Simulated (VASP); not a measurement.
# Bi2Te3 in VASP: a series of runs, part 2 of 2

VASP 6.6.1. The steps go on from the part before.

### 4 Single point, PBE+D3(BJ) (biaxial strain -0.040, then relaxed in part)

INCAR

```
SYSTEM = Bi2Te3
ALGO     = Normal         ! electronic algorithm
DIPOL    = 0.5 0.5 0.500
EDIFF    = 1E-6           ! SCF threshold, eV
ENCUT    = 520            ! plane-wave cutoff, eV
GGA      = PE             ! functional
IDIPOL   = 3            
ISIF     = 2              ! what is computed and relaxed
ISMEAR   = 0              ! smearing method
IVDW     = 12             ! dispersion correction
LASPH    = .True.         ! aspherical terms in the spheres
LCHARG   = .False.        ! write CHGCAR
LDIPOL   = .True.       
LREAL    = .False.        ! projectors in reciprocal space
LWAVE    = .False.        ! write WAVECAR
NBANDS   = 32             ! bands
NELM     = 100            ! most SCF steps
PREC     = Accurate       ! precision mode
SIGMA    = 0.02           ! smearing width, eV
```

KPOINTS

```
k-points
0
Gamma
  6 6 1
  0 0 0
```

POSCAR

```
Bi2Te3
1.0
    4.1757490693      0.0000000000      0.0000000000
   -2.0878745347      3.6163047739      0.0000000000
    0.0000000000      0.0000000000     41.0301608556
Te Bi
3 2
Direct
    0.0000000000      0.0000000000      0.4038751127
    0.6666666667      0.3333333333      0.5000000000
    0.3333333333      0.6666666667      0.5961248873
    0.3333333333      0.6666666667      0.4483345189
    0.0000000000      0.0000000000      0.5516654811
```

Potentials or basis: VASP PAW PBE potentials, release 64 (Te, Bi_d).

Command:

```bash
> cat potpaw_PBE.64/Te/POTCAR potpaw_PBE.64/Bi_d/POTCAR > POTCAR
> mpirun -np 1 vasp_std > vasp.out
```

OUTCAR:

```text
SYSTEM = Bi2Te3
   EDIFF = 1E-6
   ENCUT = 520
   GGA = PE
   ISIF = 2
   ISMEAR = 0
   IVDW = 12
   LASPH = .True.
   LREAL = .False.
   NELM = 100
   PREC = Accurate
 IVDW          = 12

 ion  position               nearest neighbor table
   1  0.000  0.000  0.404-   4 3.02   4 3.02   4 3.02
   2  0.667  0.333  0.500-   4 3.21   5 3.21   4 3.21   5 3.21   5 3.21   4 3.21
   3  0.333  0.667  0.596-   5 3.02   5 3.02   5 3.02
   4  0.333  0.667  0.448-   1 3.02   1 3.02   1 3.02   2 3.21   2 3.21   2 3.21
   5  0.000  0.000  0.552-   3 3.02   3 3.02   3 3.02   2 3.21   2 3.21   2 3.21

  LATTYP: Found a hexagonal cell.
 ALAT       =     4.1757490693
 C/A-ratio  =     9.8258205114

  Lattice vectors:

 A1 = (   4.1757490693,   0.0000000000,   0.0000000000)
 A2 = (  -2.0878745347,   3.6163047739,   0.0000000000)
 A3 = (   0.0000000000,   0.0000000000,  41.0301608556)

Analysis of symmetry for initial positions (statically):
=====================================================================
 Subroutine PRICEL returns:
 Original cell was already a primitive cell.

 Routine SETGRP: Setting up the symmetry group for a
 hexagonal supercell.

[... 166 lines left out ...]
 k-point     1 :       0.0000    0.0000    0.0000
  band No.  band energies     occupation
      1     -24.9250      2.00000
      2     -24.9250      2.00000
      3     -24.9239      2.00000
      4     -24.9239      2.00000
      5     -24.9067      2.00000
      6     -24.9051      2.00000
[... 234 lines left out ...]
     31       4.6782      0.00000
     32       4.6782      0.00000

------------------------ aborting loop because EDIFF is reached ----------------------------------------

 vacuum level on the upper side and lower side of the slab       (xc-potential included)        -0.082        -0.082

 Edisp (eV)   -1.89268

 E8    (eV) :    -0.9302

  FORCE on cell =-STRESS in cart. coord.  units (eV):
  Direction    XX          YY          ZZ          XY          YZ          ZX
  --------------------------------------------------------------------------------------
  -------------------------------------------------------------------------------------
  Total       3.13871     3.13871     0.01481    -0.00000     0.00000     0.00000
  in kB       8.11633     8.11633     0.03829    -0.00000     0.00000     0.00000
  external pressure =        5.42 kB  Pullay stress =        0.00 kB

 VOLUME and BASIS-vectors are now :
 -----------------------------------------------------------------------------
  energy-cutoff  :      520.00
  volume of cell :      619.59
      direct lattice vectors                 reciprocal lattice vectors
     4.175749069  0.000000000  0.000000000     0.239477991  0.138262683  0.000000000
    -2.087874535  3.616304774  0.000000000     0.000000000  0.276525366  0.000000000
     0.000000000  0.000000000 41.030160856     0.000000000  0.000000000  0.024372315

 POSITION                                       TOTAL-FORCE (eV/Angst)
 -----------------------------------------------------------------------------------
      0.00000      0.00000     16.57106         0.000000      0.000000     -0.013946
      2.08787      1.20543     20.51508        -0.000000      0.000000      0.000000
     -0.00000      2.41087     24.45910        -0.000000      0.000000      0.013946
     -0.00000      2.41087     18.39524         0.000000     -0.000000      0.012840
      0.00000      0.00000     22.63492        -0.000000      0.000000     -0.012840
 -----------------------------------------------------------------------------------
    total drift:                                0.000000     -0.000000      0.000058

  FREE ENERGIE OF THE ION-ELECTRON SYSTEM (eV)
  ---------------------------------------------------
  free  energy   TOTEN  =       -19.9774557870 eV

  energy  without entropy=      -19.9774557870  energy(sigma->0) =      -19.97745579

 vacuum level on the upper side and lower side of the slab         2.910         2.910
```

OSZICAR:

```text
N       E                     dE             d eps       ncg     rms          rms(c)
DAV:   1     0.363172952641E+03    0.36317E+03   -0.19082E+04   576   0.111E+03
DAV:   2     0.170280923821E+02   -0.34614E+03   -0.33861E+03   592   0.264E+02
DAV:   3    -0.169509707441E+02   -0.33979E+02   -0.33641E+02   568   0.962E+01
[... 17 lines left out ...]
DAV:  21    -0.180847661446E+02   -0.60883E-05   -0.12252E-07   360   0.163E-03    0.520E-03
DAV:  22    -0.180847700036E+02   -0.38591E-05   -0.61845E-08   344   0.143E-03    0.938E-04
DAV:  23    -0.180847721815E+02   -0.21778E-05   -0.28812E-08   344   0.569E-04    0.897E-04
DAV:  24    -0.180847732657E+02   -0.10843E-05   -0.29744E-08   344   0.396E-04    0.769E-04
DAV:  25    -0.180847735974E+02   -0.33168E-06   -0.97728E-10   368   0.216E-04
   1 F= -.19977456E+02 E0= -.19977456E+02  d E =-.752845E-28
```

stdout:

```text
POSCAR found type information on POSCAR TeBi
 POSCAR found :  2 types and       5 ions
 scaLAPACK will be used
 LDA part: xc-table for (Slater+PW92), standard interpolation
 POSCAR, INCAR and KPOINTS ok, starting setup
 FFT: planning ... GRIDC
 FFT: planning ... GRID_SOFT
 FFT: planning ... GRID
 WAVECAR not read
 entering main loop
```

Run time: 4.2 min. Hardware: 1 thread of AMD EPYC 7R13 (Zen 3), shared host; peak memory 0.67 GiB.

What came out:

```yaml
Free_energy: -19.9775 eV
Largest_force: 0.014 eV/Å
Band_gap_on_the_k_mesh: 1.49 eV (least direct gap 1.55 eV)
Dispersion_energy_per_atom: -0.379 eV
```

Forces on the atoms (eV/Å):
```
Te   0.000  0.000 -0.014
Te   0.000  0.000  0.000
Te   0.000  0.000  0.014
Bi   0.000  0.000  0.013
Bi   0.000  0.000 -0.013
```

Caveat: the cell differs from its parent crystal (biaxial strain -0.040, then relaxed in part); spin-orbit coupling is left out, which moves the levels of the heavy elements.

### 5 The runs side by side

| cell | gap on the mesh (eV) | largest force (eV/Å) |
| --- | --- | --- |
| a = 4.350, b = 4.350, c = 41.030 Å, angles 90.0, 90.0, 120.0°, 5 atoms, atomic positions A | 1.10 | 0.01 |
| a = 4.385, b = 4.385, c = 41.030 Å, angles 90.0, 90.0, 120.0°, 5 atoms, atomic positions B | 1.02 | 0.04 |
| a = 4.176, b = 4.176, c = 41.030 Å, angles 90.0, 90.0, 120.0°, 5 atoms, atomic positions C | 1.49 | 0.01 |

Alike in all rows: task single point; level PBE+D3(BJ); potentials or basis VASP PAW PBE potentials, release 64 (Te, Bi_d); no spin polarisation; k mesh 6 × 6 × 1; cutoff (eV) 520; smearing gaussian 0.02 eV.

Caveats: spin-orbit coupling is left out, which moves the levels of the heavy elements.

Total energies depend on the potentials used, so only differences within one code and one set of settings carry meaning.
